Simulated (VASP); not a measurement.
**Sb: single point with PBE**

The system is Sb.

```
Sb
1.0
     2.98606    0.00000    0.00002
     0.00000    4.41227    0.00000
    -0.00909    0.00000    4.41185
Sb
2
Direct
  0.00000 0.75000 0.75000
  0.00000 0.25000 0.25000
```

This cell differs from its parent crystal: uniaxial strain along a: -4.0 %, then relaxed in part.

| Item | Value |
| --- | --- |
| Program | VASP 6.6.1 |
| Task | single point |
| Functional | PBE |
| Potentials or basis | VASP PAW PBE potentials, release 64 (Sb) |
| Cutoff | 520 eV |
| k mesh | 14 × 10 × 10 |
| Occupations | gaussian, width 0.1 eV |
| Spin | no spin polarisation |

* Pressure: 2.3 GPa
* Band gap on the k mesh: zero (bands 5 and 6 overlap by 8.27 eV)

Stress tensor (GPa, compression positive):
```
 6.91  0.00  0.03
 0.00 -0.02  0.00
 0.03  0.00 -0.01
```

Levels at points of the mesh, in eV from the Fermi level:
```tsv
k point	band 2	band 3	band 4	band 5	band 6	band 7	band 8	band 9
(0.00, 0.00, 0.00)	-7.80	-3.73	-3.73	2.03	2.92	2.92	4.23	6.67
(0.50, 0.00, 0.00)	-5.82	-4.34	-2.09	-1.43	-1.43	4.71	4.71	5.05
(0.00, 0.50, 0.00)	-10.87	-1.59	-1.59	-1.20	-1.20	5.86	5.86	7.91
(0.50, 0.50, 0.00)	-7.90	-4.27	-4.27	0.79	0.79	1.68	1.68	5.41
(0.00, 0.00, 0.50)	-10.87	-1.59	-1.59	-1.21	-1.21	5.86	5.86	7.91
(0.50, 0.00, 0.50)	-7.89	-4.27	-4.27	0.79	0.79	1.68	1.68	5.41
(0.00, 0.50, 0.50)	-10.26	-5.72	-5.72	4.85	4.85	6.19	6.19	8.99
(0.50, 0.50, 0.50)	-7.15	-3.89	-3.89	-3.30	-3.30	2.15	2.15	7.32
```

Wall time 4 min on 1 thread of Intel Xeon 8259CL, on a shared host, peak memory 0.38 GiB.

Caveat: the cell differs from its parent crystal (uniaxial strain along a: -4.0 %, then relaxed in part); the stress differs along the axes, from -0 to 7 GPa; spin-orbit coupling is left out, which moves the levels of the heavy elements.
